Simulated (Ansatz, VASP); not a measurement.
## La in VASP and in Ansatz

File INCAR:

```
ALGO = Normal
EDIFF = 1E-7
ENCUT = 520
GGA = RP
ISIF = 2
ISMEAR = -1
LASPH = True
LCHARG = True
LELF = True
LREAL = False
LVHAR = True
LWAVE = False
NBANDS = 18
NELM = 100
PREC = Accurate
SIGMA = 0.1
```

The input KPOINTS:

```
k-points
0
Gamma
  11 11 6
```

File POSCAR:

```
La
1.0
   -2.0414129068      2.4830787341      1.8199442680
    2.4830787341     -2.0414129068      1.8199442680
    4.1251025397      4.1251025397     -1.0110324964
La
2
Direct
    0.0415150446      0.9584849554      0.0000000000
    0.7084849554      0.2915150446      0.5000000000
```

Input for Ansatz:

```yaml
crystal:
  lattice:
    - [-2.0414129068, 2.4830787341, 1.819944268]
    - [2.4830787341, -2.0414129068, 1.819944268]
    - [4.1251025397, 4.1251025397, -1.0110324964]
  atoms:
    - { symbol: La, position: [0.0415150446, 0.9584849554, 0.0] }
    - { symbol: La, position: [0.7084849554, 0.2915150446, 0.5] }
hamiltonian:
  xc: rpbe
  pseudopotentials:
    kind: paw
    azcp:
      La: "pseudopotentials/La.paw.azcp"
basis:
  ecutwfc: 420
  fft_grid_basis: typed
kpoints:
  mp_grid: { grid: [11, 11, 6], shift: [0, 0, 0] }
magnetization:
  spin_polarized: false
scf:
  occupations: { method: fermi_dirac, width: 0.1 }
  lower_state_search: "off"
output:
  stress: true
  write_density: true
  write_potential: true
  elf: true
  volumetric_format: npy
```

Alike in both runs: task single point; functional RPBE; k mesh 11 × 11 × 6; occupations fermi-dirac, width 0.1 eV; no spin polarisation.

```csv
,VASP,Ansatz
version,VASP 6.6.1,Ansatz 0.2.0
potentials or method,"VASP PAW PBE potentials, release 64 (La), cutoff 520 eV","plane waves (420 eV) with PAW, scalar-relativistic"
valence electrons in the cell,22,22
```

|  | VASP | Ansatz | Ansatz less VASP |
| --- | --- | --- | --- |
| pressure (GPa) | 3.6 | 3.5 | -0.07 |
| traceless stress, the component that is largest in VASP (GPa) | 0.17 | 0.17 | -0.003 |

VASP's potentials were made for PBE, not for RPBE.

Neither program's run includes spin-orbit coupling.
